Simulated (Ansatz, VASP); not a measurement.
Cl in VASP and in Ansatz

```xyz
2
Lattice="0.0000 3.2889 3.2889 3.2889 0.0000 3.2889 3.2889 3.2889 0.0000" Properties=species:S:1:pos:R:3 pbc="T T T"
Cl    0.0000    0.0000    0.0000
Cl    1.6445    1.6445    1.6445
```

Change from the starting cell: volume scaled by 1.05, PAW files.

Alike in both runs: task electric field gradients; functional PBE; k mesh 14 × 14 × 14; occupations fermi-dirac, width 0.08 eV; no spin polarisation.

|  | VASP | Ansatz |
| --- | --- | --- |
| version | VASP 6.6.1 | Ansatz 0.2.0 |
| potentials or method | VASP PAW PBE potentials, release 64 (Cl) | PAW with Ansatz's default frozen-core files, scalar-relativistic |
| plane-wave cutoff (eV) | 520 | 420 |
| valence electrons in the cell | 14 | 14 |

Ansatz gave:

```
pressure (GPa) : -0.7
```

Problem. What did VASP give for the same quantities?

Solution. Pressure (GPa): -0.8.

The functional is the same, so the differences come from potentials, cutoffs and numerics.
